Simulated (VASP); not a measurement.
**MgO: single point with PBEsol**

MgO:

```
CELL_PARAMETERS angstrom
4.21494 0.00000 0.00000
0.00000 -4.21494 0.00000
0.00000 0.00000 -4.21494
ATOMIC_POSITIONS crystal
Mg 0.98222 0.01778 0.12574
Mg 0.50000 0.50000 0.00000
Mg 0.50000 0.00000 0.50000
Mg 0.00000 0.50000 0.50000
O 0.50000 0.00000 0.00000
O 0.00000 0.50000 0.00000
O 0.00000 0.00000 0.50000
O 0.50000 0.50000 0.50000
```

This cell differs from its parent crystal: atom 1 (Mg) moved by -0.106 Å along [1 1 0] and -0.530 Å along [0 0 1].

```yaml
Program: VASP 6.6.1
Task: single point
Functional: PBEsol
Potentials_or_basis: VASP PAW PBE potentials, release 64 (Mg_sv, O)
Cutoff: 840 eV
k_mesh: 6 × 6 × 6
Occupations: gaussian, width 0.05 eV
Spin: no spin polarisation
Dipole_correction: no
Further_INCAR_settings: ALGO = Normal; EDIFF = 1e-06; NBANDS = 42
```

The pressure is 11.7 GPa, the largest force is 12.624 eV/Å and the band gap on the k mesh is 4.51 eV.

Forces in eV/Å, atoms in the order of the input:
```
Mg   0.221  0.221 12.620
Mg  -0.167 -0.167  0.349
Mg  -0.329  0.087 -1.394
Mg   0.087 -0.329 -1.394
O   -0.039 -0.105 -0.847
O   -0.105 -0.039 -0.847
O    0.296  0.296 -8.627
O    0.035  0.035  0.141
```

Stress tensor (GPa, compression positive):
```
 1.52  0.02 -1.00
 0.02  1.52 -1.00
-1.00 -1.00 32.06
```

Levels at points of the mesh, in eV from the valence-band top:
| k point | band 28 | band 29 | band 30 | band 31 | band 32 | band 33 | band 34 | band 35 | band 36 | band 37 |
| --- | --- | --- | --- | --- | --- | --- | --- | --- | --- | --- |
| (0.00, 0.00, 0.00) | -1.27 | -1.25 | -0.05 | -0.01 | 0.00 | 4.51 | 8.78 | 9.00 | 9.03 | 9.46 |
| (0.50, 0.00, 0.00) | -1.63 | -0.85 | -0.72 | -0.70 | -0.69 | 7.84 | 7.93 | 10.48 | 10.76 | 11.05 |
| (0.00, 0.00, 0.50) | -1.67 | -1.06 | -1.05 | -0.50 | -0.49 | 7.38 | 8.07 | 10.19 | 11.02 | 11.03 |
| (0.50, 0.50, 0.00) | -1.75 | -0.97 | -0.97 | -0.50 | -0.27 | 9.07 | 9.13 | 9.34 | 9.37 | 11.05 |
| (0.00, 0.50, 0.50) | -1.68 | -0.86 | -0.68 | -0.61 | -0.48 | 8.77 | 9.05 | 9.53 | 9.66 | 10.91 |
| (0.50, 0.50, 0.50) | -0.66 | -0.64 | -0.55 | -0.50 | -0.26 | 7.50 | 7.54 | 7.83 | 7.85 | 11.95 |

Run time: 5.3 min on 1 thread of Intel(R) Xeon(R) Platinum 8259CL CPU @ 2.50GHz (Skylake/Cascade Lake) (shared host), peak memory 0.45 GiB.

Caveat: the cell differs from its parent crystal (atom 1 (Mg) moved by -0.106 Å along [1 1 0] and -0.530 Å along [0 0 1]); the stress differs along the axes, from 2 to 32 GPa; the PAW data sets were made with another functional, which shifts forces and pressure a little.
